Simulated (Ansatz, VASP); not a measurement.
## GdOsS3 in VASP and in Ansatz

File INCAR:

```
PREC = Accurate ; ENCUT = 600
EDIFF = 1E-6 ; ISMEAR = 0
SIGMA = 0.1 ; LREAL = False
LASPH = True ; NELM = 200
ALGO = Normal ; ISIF = 2
LWAVE = False ; LCHARG = True
ISPIN = 2 ; MAGMOM = -7.55 2.99 0.14 0.14 0.14
LORBIT = 11 ; LMAXMIX = 6
GGA = PE ; LVHAR = True
NBANDS = 34 ; GGA_COMPAT = False
KPAR = 4
```

Contents of KPOINTS:

```
regular mesh
0
Gamma
  12 12 8
```

File POSCAR:

```
GdOsS3
1.0
    5.4861585580      0.0000000000      0.0000000000
   -2.7430792790      4.7511526804      0.0000000000
    0.0000000000      0.0000000000      5.6646088888
Gd Os S
1 1 3
Direct
    0.0000000000      0.0000000000      0.0000000000
    0.0000000000      0.0000000000      0.5000000000
    0.5000000000      0.0000000000      0.0000000000
    0.0000000000      0.5000000000      0.0000000000
    0.5000000000      0.5000000000      0.0000000000
```

Input for Ansatz:

```yaml
crystal:
  lattice:
    - [5.486158558, 0.0, 0.0]
    - [-2.743079279, 4.7511526804, 0.0]
    - [0.0, 0.0, 5.6646088888]
  atoms:
    - { symbol: Gd, position: [0.0, 0.0, 0.0], spin: -7.55 }
    - { symbol: Os, position: [0.0, 0.0, 0.5], spin: 2.99 }
    - { symbol: S, position: [0.5, 0.0, 0.0], spin: 0.14 }
    - { symbol: S, position: [0.0, 0.5, 0.0], spin: 0.14 }
    - { symbol: S, position: [0.5, 0.5, 0.0], spin: 0.14 }
basis:
  ecutwfc: 420
kpoints:
  mp_grid: { grid: [12, 12, 8] }
  band_path:
    path:
      - [[0.0, 0.0, 0.0], [0.5, 0.0, 0.0], [0.33333333, 0.33333333, 0.0], [0.0, 0.0, 0.0], [0.0, 0.0, 0.5], [0.5, 0.0, 0.5], [0.33333333, 0.33333333, 0.5], [0.0, 0.0, 0.5]]
      - [[0.5, 0.0, 0.5], [0.5, 0.0, 0.0]]
      - [[0.33333333, 0.33333333, 0.5], [0.33333333, 0.33333333, 0.0]]
    npoints: 14
hamiltonian:
  xc: pbe
scf:
  occupations: { method: gaussian, width: 0.1 }
  n_extra_bands: 12
output:
  forces: true
  stress: true
  eigenvalues: true
  populations: true
  dos: { projected: true, de: 0.02, nscf_kmesh: { grid: [15, 15, 10] } }
  bader: true
magnetization:
  spin_polarized: true
checkpoint:
  read: start.run
  write: ck
  compress: false
  write_wavefunctions: false
  write_every: 100000
```

Alike in both runs: task single point; functional PBE; k mesh 12 × 12 × 8; occupations gaussian, width 0.1 eV; collinear spin.

```csv
,VASP,Ansatz
version,VASP 6.6.1,Ansatz 0.2.0
potentials or method,"VASP PAW PBE potentials, release 64 (Gd, Os, S), cutoff 600 eV","scalar-relativistic, plane waves, PAW"
valence electrons in the cell,44,52
```

Ansatz gave:

| Item | Value |
| --- | --- |
| gap on the k mesh at the Fermi level (eV) | none |
| pressure (GPa) | 0.0 |
| net moment per atom (μB) | 0.62 |
| size of the moment on the site where the two differ most (μB) | 2.71 |

Task: Which values does VASP return?

Result: gap on the k mesh at the Fermi level (eV): none; pressure (GPa): 0.0; net moment per atom (μB): 0.62; size of the moment on the site where the two differ most (μB): 3.02.

Site moments also hang on the region over which each program counts them. A gap of «none» marks a metal or a gap that the smearing closes. VASP's potentials hold 44 valence electrons a cell and Ansatz's 52, so a difference there can come from the potentials and not from the codes. Ansatz's warnings: stability check not made.

Spin-orbit coupling is off throughout.
